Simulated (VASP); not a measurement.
Write the native input for VASP 6.6.1 that does the following.

```
Task                   : single point
Functional             : PBE
Potentials or basis    : VASP PAW PBE potentials, release 64 (Ga_d, Sn_d, S)
Cutoff                 : 520 eV
k mesh                 : 4 × 4 × 2
Occupations            : gaussian, width 0.2 eV
Spin                   : no spin polarisation
Dipole correction      : no
Further INCAR settings : ALGO = Normal; EDIFF = 1e-06; NBANDS = 54
```

The structure of GaSn4S3 lies in POSCAR:

```
GaSn4S3
1.0
    4.1220224805      0.0000000000      0.0000000000
    0.0000000000      4.1220224805      0.0000000000
    0.0000000000      0.0000000000     11.6582938113
Ga Sn S
1 4 3
Direct
    0.5000000000      0.5000000000      0.0000000000
    0.5000000000      0.5000000000      0.2519068901
    0.5000000000      0.5000000000      0.7480931099
    0.0000000000      0.0000000000      0.0000000000
    0.0000000000      0.0000000000      0.5000000000
    0.5000000000      0.5000000000      0.5000000000
    0.0000000000      0.0000000000      0.7458856640
    0.0000000000      0.0000000000      0.2541143360
```

The input as run:

INCAR

```
SYSTEM = GaSn4S3
PREC = Accurate
ENCUT = 520
EDIFF = 1E-6
ISMEAR = 0
SIGMA = 0.2
LREAL = .False.
LASPH = .True.
NELM = 80
ALGO = Normal
ISIF = 2
LWAVE = .False.
LCHARG = .True.
GGA = PE
LELF = .True.
LVHAR = .True.
NBANDS = 54
```

KPOINTS

```
Automatic mesh
0
Gamma
  4 4 2
  0 0 0
```

Potentials or basis: VASP PAW PBE potentials, release 64 (Ga_d, Sn_d, S).

The run is started by

```sh
$ cat potpaw_PBE.64/Ga_d/POTCAR potpaw_PBE.64/Sn_d/POTCAR potpaw_PBE.64/S/POTCAR > POTCAR
$ mpirun -np 1 vasp_std > vasp.out
```

It gave:

```yaml
Pressure: -0.2 GPa
Largest_force: 0.032 eV/Å
```

Caveat: the k points lie up to 0.38 Å⁻¹ apart.

Run time: 94 s on 1 thread of Intel(R) Xeon(R) Platinum 8375C CPU @ 2.90GHz (Ice Lake), with other jobs on the host, peak memory 0.35 GiB.
